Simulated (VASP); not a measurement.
Write the native input for VASP 6.6.1 that does the following.

| Item | Value |
| --- | --- |
| Task | single point |
| Functional | LDA |
| Potentials or basis | VASP PAW LDA potentials, release 64 (Co) |
| Cutoff | 520 eV |
| k mesh | 12 × 12 × 4 |
| Occupations | fermi-dirac, width 0.05 eV |
| Spin | collinear spin, ferromagnetic start |
| Starting moments | [2.0, 2.0, 2.0, 2.0] μB |
| Dipole correction | no |
| Further INCAR settings | ALGO = Normal; EDIFF = 1e-07; NBANDS = 30 |

The structure of Co lies in POSCAR:

```
Co
1.0
    2.4539803297      0.0000000000      0.0000000000
   -1.2269901649      2.1252093060      0.0000000000
    0.0000000000      0.0000000000      8.0339487160
Co
4
Direct
    0.6666666667      0.3333333333      0.7500000000
    0.0000000000      0.0000000000      0.5000000000
    0.3333333333      0.6666666667      0.2500000000
    0.0000000000      0.0000000000      0.0000000000
```

These files were run (other wordings do the same):

INCAR

```
SYSTEM = Co
PREC     = Accurate       ! precision mode
ENCUT    = 520            ! plane-wave cutoff, eV
EDIFF    = 1E-7           ! SCF threshold, eV
ISMEAR   = -1             ! smearing method
SIGMA    = 0.05           ! smearing width, eV
LREAL    = .FALSE.        ! projectors in reciprocal space
LASPH    = .TRUE.         ! aspherical terms in the spheres
NELM     = 150            ! most SCF steps
ALGO     = Normal         ! electronic algorithm
ISIF     = 2              ! what is computed and relaxed
LWAVE    = .FALSE.        ! write WAVECAR
LCHARG   = .FALSE.        ! write CHGCAR
ISPIN    = 2              ! spin polarisation
MAGMOM   = 2 2 2 2        ! initial moments
LORBIT   = 11             ! projections on sites
LMAXMIX  = 4              ! l up to which the mixer works
NBANDS   = 30             ! bands
```

KPOINTS

```
Automatic mesh
0
G
  12 12 4
  0 0 0
```

Potentials or basis: VASP PAW LDA potentials, release 64 (Co).

Launch:

```console
$ cat potpaw_LDA.64/Co/POTCAR > POTCAR
$ mpirun -np 1 vasp_std > vasp.out
```

Results of the run:

| Property | Result |
| --- | --- |
| Pressure | -11.8 GPa |
| Net moment | 6.09 μB per cell |
| Site moments | Co +1.53, +1.51 (each value once) μB |
| Valence electrons inside the program's atomic spheres | Co 8.35 |

Caveat: the cell stands under tension.

It took 70 s on 1 thread of Intel(R) Xeon(R) 6975P-C (Granite Rapids) (shared host), peak memory 0.2 GiB.
